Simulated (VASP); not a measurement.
# MoS2 (P-3m1) in VASP: notebook

The runs below take MoS2 through single point, with HSE06, PBEsol-based screened hybrid with 25 % exact exchange.

Everything below comes from runs of VASP 6.6.1. Logs are shortened: lines on timing, memory, paths and dates and some standing lists are left out, and cuts for length are marked.

### 1 The cell of the first run

The structure is trigonal, space group P-3m1 (No. 164). Conventional cell: a = 3.227 Å, b = 3.227 Å, c = 6.312 Å, α = 90.00°, β = 90.00°, γ = 120.00°. Within 3.3 Å of Mo (site symmetry -3m) lie 6 S at 2.42 Å and 6 Mo at 3.23 Å. S (site symmetry 3m) has 3 Mo at 2.42 Å and 6 S at 3.23 Å within 3.3 Å.

### 2 Single point, HSE06

Input file POSCAR:

```
MoS2
1.0
    3.2274645616      0.0000000000      0.0000000000
   -1.6137322808      2.7950663001      0.0000000000
    0.0000000000      0.0000000000      6.3124734200
Mo S
1 2
Direct
    0.0000000000      0.0000000000      0.5000000000
    0.6666666667      0.3333333333      0.7446806800
    0.3333333333      0.6666666667      0.2553193200
```

Input file INCAR.step1:

```
PREC = Accurate
ENCUT = 350
EDIFF = 1E-5
ISMEAR = 0
SIGMA = 0.01
LREAL = F
LASPH = T
NELM = 100
ALGO = Normal
ISIF = 2
LWAVE = T
LCHARG = F
NBANDS = 21
NKRED = 1
GGA = PE
```

Input file INCAR.step2:

```
PREC = Accurate
ENCUT = 350
EDIFF = 1E-6
ISMEAR = 0
SIGMA = 0.01
LREAL = F
LASPH = T
NELM = 100
ALGO = Normal
ISIF = 2
LWAVE = F
LCHARG = F
GGA = PE
LHFCALC = T
HFSCREEN = 0.2
PRECFOCK = Fast
NBANDS = 21
NKRED = 1
ISTART = 1
```

Input file KPOINTS:

```
regular mesh
0
Gamma
  4 4 2
```

Potentials or basis: VASP PAW PBE potentials, release 64 (Mo_sv, S).

The run is started by

```sh
$ cat potpaw_PBE.64/Mo_sv/POTCAR potpaw_PBE.64/S/POTCAR > POTCAR
$ cp INCAR.step1 INCAR
$ mpirun -np 1 vasp_std > vasp.out
$ cp INCAR.step2 INCAR
$ mpirun -np 1 vasp_std > vasp.out
```

OUTCAR:

```text
PREC = Accurate
   ENCUT = 350
   EDIFF = 1E-6
   ISMEAR = 0
   LREAL = F
   LASPH = T
   NELM = 100
   ISIF = 2
   GGA = PE
   LHFCALC = T
   HFSCREEN = 0.2
   PRECFOCK = Fast
   NKRED = 1
   ISTART = 1

 Found      8 irreducible k-points:

 Following reciprocal coordinates:
            Coordinates               Weight
  0.000000  0.000000  0.000000      1.000000
  0.250000  0.000000  0.000000      6.000000
  0.500000  0.000000  0.000000      3.000000
  0.250000  0.250000  0.000000      6.000000
  0.000000  0.000000  0.500000      1.000000
  0.250000  0.000000  0.500000      6.000000
   k-points           NKPTS =      8   k-points in BZ     NKDIM =     32   number of bands    NBANDS=     21
   number of dos      NEDOS =    301   number of ions     NIONS =      3
   total plane-waves  NPLWV =  16000
   dimension x,y,z NGX =    20 NGY =   20 NGZ =   40
   dimension x,y,z NGXF=    40 NGYF=   40 NGZF=   80
   ions per type =               1   2
   NGX,Y,Z   is equivalent  to a cutoff of  10.30, 10.30, 10.53 a.u.
   NGXF,Y,Z  is equivalent  to a cutoff of  20.60, 20.60, 21.07 a.u.
 SYSTEM =  unknown system
   PREC   = accura    normal or accurate (medium, high low for compatibility)
   ISTART =      1    job   : 0-new  1-cont  2-samecut
   ICHARG =      0    charge: 1-file 2-atom 10-const
   ISPIN  =      1    spin polarized calculation?
   LNONCOLLINEAR =      F non collinear calculations
   LSORBIT =      F    spin-orbit coupling
   LASPH  =      T    aspherical Exc in radial PAW
   ENCUT  =  350.0 eV  25.72 Ry    5.07 a.u.   4.92  4.92  9.63*2*pi/ulx,y,z
   NELM   =    100;   NELMIN=  2; NELMDL=  0     # of ELM steps
   EDIFF  = 0.1E-05   stopping-criterion for ELM
   LREAL  =      F    real-space projection
   EDIFFG = 0.1E-04   stopping-criterion for IOM
   NSW    =      0    number of steps for IOM
   IBRION =     -1    ionic relax: 0-MD 1-quasi-New 2-CG
   NFREE  =      0    steps in history (QN), initial steepest desc. (CG)
   ISIF   =      2    stress and relaxation
   ISYM   =      3    0-nonsym 1-usesym 2-fastsym
   POTIM  = 0.5000    time-step for ionic-motion
   TEBEG  =    0.0;   TEEND  =   0.0 temperature during run
   PSTRESS=    0.0 pullay stress
   NELECT =      26.0000    total number of electrons
   NUPDOWN=      -1.0000    fix difference up-down
   EMIN   =  10.00;   EMAX   =-10.00  energy-range for DOS
   EFERMI =   0.00;   METHOD = LEGACY
   ISMEAR =     0;   SIGMA  =   0.01  broadening in eV -4-tet -1-fermi 0-gaus
   EFERMI_NEDOS =   21; number of points for ismear=-14 and -15
   IALGO  =     38    algorithm
   IMIX   =      1    mixing-type and parameters
     AMIX     =   0.40;   BMIX     =  1.00
     AMIX_MAG =   1.60;   BMIX_MAG =  1.00
  volume/ion in A,a.u.               =      18.98       128.09
  Fermi-wavevector in a.u.,A,eV,Ry     =   1.260612  2.382212 21.621610  1.589144
  Thomas-Fermi vector in A             =   2.394113
   LORBIT       =      0    0 simple, 1 ext, 2 COOP (PROOUT), +10 PAW based schemes
   GGA     = PE    functional components
   LHFCALC =     T    Hartree Fock is set to
   PRECFOCK=fast      Normal, Fast or Accurate (Low or Medium for compatibility)
   ENCUT4O =  -1.0   cutoff for four orbital integrals eV
   NKREDX  =     1    reduce k-point grid by
   NKREDY  =     1    reduce k-point grid by
   NKREDZ  =     1    reduce k-point grid by
   AEXX    =    0.2500 exact exchange contribution
   HFSCREEN=    0.2000 screening length (either q_TF or 0.3 A-1)
   HFSCREENC=   0.2000 screening length for correlation (either q_TF or 0.3 A-1)
   ENCUTFOCK=  -1.0 apply spherical cutoff to Coloumb kernel
   IVDW    =     0    specifies the selected vdW correction
   LEPSILON=     F    determine dielectric tensor
   LRPA    =     F    only Hartree local field effects (RPA)
 non-spin polarized calculation
 Gauss-broadening in eV      SIGMA  =   0.01
  energy-cutoff  :      350.00
  volume of cell :       56.94
 maximum number of plane-waves:       860
 NGX is ok and might be reduce to    20
  NGX = 12; NGY = 12; NGZ = 24

 number of electron      25.9999996 magnetization

 Free energy of the ion-electron system (eV)
  ---------------------------------------------------
  ext. energy  EPLUGINS =         0.00000000
  ---------------------------------------------------
  free energy    TOTEN  =       -25.04710226 eV

  energy without entropy =      -25.04613812  energy(sigma->0) =      -25.04662019

 E-fermi :   6.7306     XC(G=0):  -8.6090

 val. band max:        6.6937604455   @ k =   0.2500   0.2500   0.5000
 cond. band min:       6.7336326901   @ k =   0.2500   0.2500   0.0000
 fundamental gap:      0.0398722446
 Fermi energy:         6.7305869900

 k-point     1 :       0.0000    0.0000    0.0000
  band No.  band energies     occupation
      1     -59.3272      2.00000
      2     -31.8993      2.00000
      3     -31.8908      2.00000
      4     -31.8908      2.00000
      5      -9.8939      2.00000
      6      -8.2815      2.00000
[... 13 lines left out ...]
     20      17.2044      0.00000
     21      17.2044      0.00000

 k-point     2 :       0.2500    0.0000    0.0000
  band No.  band energies     occupation
      1     -59.3081      2.00000
      2     -32.0938      2.00000
      3     -31.9390      2.00000
      4     -31.8610      2.00000
      5      -8.9600      2.00000
      6      -8.0880      2.00000
[... 13 lines left out ...]
     20      15.8548      0.00000
     21      17.7004      0.00000

 k-point     3 :       0.5000    0.0000    0.0000
  band No.  band energies     occupation
      1     -59.2891      2.00000
      2     -32.2893      2.00000
      3     -31.9876      2.00000
      4     -31.8223      2.00000
      5      -8.1433      2.00000
      6      -7.4044      2.00000
[... 13 lines left out ...]
     20      15.9402      0.00000
     21      15.9760      0.00000

 k-point     4 :       0.2500    0.2500    0.0000
  band No.  band energies     occupation
      1     -59.2891      2.00000
      2     -32.2147      2.00000
      3     -32.0637      2.00000
      4     -31.8223      2.00000
      5      -7.8119      2.00000
      6      -7.7912      2.00000
[... 13 lines left out ...]
     20      16.5110      0.00000
     21      17.4937      0.00000

 k-point     5 :       0.0000    0.0000    0.5000
  band No.  band energies     occupation
      1     -59.3272      2.00000
      2     -31.9001      2.00000
      3     -31.8908      2.00000
      4     -31.8908      2.00000
      5      -9.6911      2.00000
      6      -8.6105      2.00000
[... 13 lines left out ...]
     20      16.5181      0.00000
     21      17.3336      0.00000

 k-point     6 :       0.2500    0.0000    0.5000
  band No.  band energies     occupation
      1     -59.3081      2.00000
      2     -32.0937      2.00000
      3     -31.9390      2.00000
      4     -31.8610      2.00000
      5      -8.7816      2.00000
      6      -8.3083      2.00000
[... 13 lines left out ...]
     20      16.0731      0.00000
     21      18.2231      0.00000

 [... further k-points ...]

------------------------ aborting loop because EDIFF is reached ----------------------------------------

  FORCE on cell =-STRESS in cart. coord.  units (eV):
  Direction    XX          YY          ZZ          XY          YZ          ZX
  --------------------------------------------------------------------------------------
  -------------------------------------------------------------------------------------
  Total       -0.8207119     -0.8207119     -1.5339358     -0.0000000     -0.0000000     -0.0000000
  in kB      -23.0912873    -23.0912873    -43.1583284     -0.0000000     -0.0000000     -0.0000000
  external PRESSURE =     -29.7803010 kB  Pullay stress =       0.0000000 kB

 VOLUME and BASIS-vectors are now :
 -----------------------------------------------------------------------------
  energy-cutoff  :      350.00
  volume of cell :       56.94
      direct lattice vectors                 reciprocal lattice vectors
     3.227464562  0.000000000  0.000000000     0.309840737  0.178886633  0.000000000
    -1.613732281  2.795066300  0.000000000     0.000000000  0.357773266  0.000000000
     0.000000000  0.000000000  6.312473420     0.000000000  0.000000000  0.158416509

 POSITION                                       TOTAL-FORCE (eV/Angst)
 -----------------------------------------------------------------------------------
      0.00000      0.00000      3.15624        -0.000000     -0.000000      0.000000
      1.61373      0.93169      4.70078         0.000000     -0.000000     -0.528170
     -0.00000      1.86338      1.61170        -0.000000      0.000000      0.528170
 -----------------------------------------------------------------------------------
    total drift:                               -0.000000     -0.000000      0.000000

  FREE ENERGIE OF THE ION-ELECTRON SYSTEM (eV)
  ---------------------------------------------------
  free  energy   TOTEN  =       -25.0471022581 eV

  energy  without entropy=      -25.0461381171  energy(sigma->0) =      -25.04662019
```

Run time: 2 min. Hardware: 1 thread of Intel Xeon Platinum 8259CL at 2.50GHz (Skylake/Cascade Lake), shared host; peak memory 0.24 GiB.

No test shows these settings to be converged.

What came out:

```yaml
Free_energy: -25.0471 eV
Pressure: -3.0 GPa
Largest_force: 0.528 eV/Å
Band_gap_on_the_k_mesh: zero (bands 13 and 14 overlap by 0.54 eV)
```

Caveat: the k points lie up to 0.56 Å⁻¹ apart, too coarse for converged energies and pressures of a metal; the PAW data sets were made with another functional, which shifts forces and pressure a little; this functional lacks dispersion, which binds the layers, so the pressure and a relaxed spacing across them are unreliable.

(Part 1 of 2 ends here.)
